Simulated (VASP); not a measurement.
Input of a VASP 6.6.1 run:

Contents of INCAR:

```
PREC = Accurate ; ENCUT = 520
EDIFF = 1E-6 ; ISMEAR = 0
SIGMA = 0.05 ; LREAL = F
LASPH = T ; NELM = 100
ALGO = Normal ; ISIF = 2
LWAVE = F ; LCHARG = T
GGA = PE ; LELF = T
LVHAR = T ; NBANDS = 15
```

File KPOINTS:

```
regular mesh
0
Gamma
  8 8 8
```

Contents of POSCAR:

```
BaTe
1.0
    0.0000000000      3.9144414212      3.9144414212
    3.9144414212      0.0000000000      3.9144414212
    3.9144414212      3.9144414212      0.0000000000
Ba Te
1 1
Direct
   -0.0102185716      0.0102185716      0.0102185716
    0.2500000000      0.2500000000      0.2500000000
```

Potentials or basis: VASP PAW PBE potentials, release 64 (Ba_sv, Te).

The run is started by

```sh
$ cat potpaw_PBE.64/Ba_sv/POTCAR potpaw_PBE.64/Te/POTCAR > POTCAR
$ mpirun -np 1 vasp_std > vasp.out
```

What does it give for the pressure?

0.2 GPa.

Predict the largest force.

0.223 eV/Å.

Predict the band gap on the k mesh.

2.56 eV (least direct gap 2.90 eV).

Forces in eV/Å, atoms in the order of the input:
```
Ba  -0.223  0.000  0.000
Te   0.223  0.000  0.000
```

Caveat: the cell differs from its parent crystal (atom 1 (Ba) moved 0.08 Å along x); spin-orbit coupling is left out, which moves the levels of the heavy elements. A k mesh can miss the band edges.
